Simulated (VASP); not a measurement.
Input of a VASP 6.6.1 run:

File INCAR:

```
SYSTEM = BN
PREC = Accurate
ENCUT = 520
EDIFF = 1E-7
ISMEAR = 0
SIGMA = 0.02
LREAL = .FALSE.
LASPH = .TRUE.
NELM = 120
ALGO = Normal
ISIF = 2
LWAVE = .FALSE.
LCHARG = .FALSE.
IBRION = 2
NSW = 60
EDIFFG = -0.002
GGA_COMPAT = .FALSE.
NELMIN = 4
```

File KPOINTS:

```
regular mesh
0
G
  9 9 6
  0 0 0
```

The input POSCAR:

```
BN
1.0
    2.5697538486      0.0000000000      0.0000000000
   -1.2848769243      2.2254721144      0.0000000000
    0.0000000000      0.0000000000      4.2369422297
B N
2 2
Direct
    0.3333333333      0.6666666667     -0.0001705017
    0.6666666667      0.3333333333      0.4998294983
    0.3333333333      0.6666666667      0.3741705017
    0.6666666667      0.3333333333      0.8741705017
```

Potentials or basis: VASP PAW LDA potentials, release 64 (B, N).

Launch:

```bash
$ cat potpaw_LDA.64/B/POTCAR potpaw_LDA.64/N/POTCAR > POTCAR
$ mpirun -np 1 vasp_std > vasp.out
```

(1) What does it give for the energy gained by relaxing?

(2) What does it give for the band gap on the k mesh?

## Answers

(1) 0.0 meV/atom.

(2) 5.02 eV, indirect (least direct gap 8.02 eV).

Caveat: the cell differs from its parent crystal (strained cell).
